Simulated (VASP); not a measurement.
A run of VASP 6.6.1:

The input INCAR:

```
  PREC = Accurate
  ENCUT = 520
  EDIFF = 1E-6
  ISMEAR = -1
  SIGMA = 0.05
  LREAL = F
  LASPH = T
  NELM = 60
  ALGO = Normal
  ISIF = 2
  LWAVE = F
  LCHARG = T
  GGA = PE
  LELF = T
  LVHAR = T
  NBANDS = 21
```

Contents of KPOINTS:

```
regular mesh
0
Gamma
  16 16 16
```

Contents of POSCAR:

```
Ge
1.0
   -2.4328483543      2.4328483543      1.3166643322
    2.4328483543     -2.4328483543      1.3166643322
    2.4328483543      2.4328483543     -1.3166643322
Ge
2
Direct
   -0.3750000000     -0.1250000000     -0.2500000000
    0.3750000000      0.1250000000      0.2500000000
```

Potentials or basis: VASP PAW PBE potentials, release 64 (Ge_d).

The run is started by

```console
$ cat potpaw_PBE.64/Ge_d/POTCAR > POTCAR
$ mpirun -np 1 vasp_std > vasp.out
```

Hardware: 1 thread of AMD EPYC 7R13 Processor (Zen 3), on a shared host.

Q: Estimate the wall time of this run.

A: It took 2.2 min on 1 thread of AMD EPYC 7R13 Processor (Zen 3), with other jobs on the host, peak memory 0.27 GiB. Counts: scf iterations 11, k points 349.
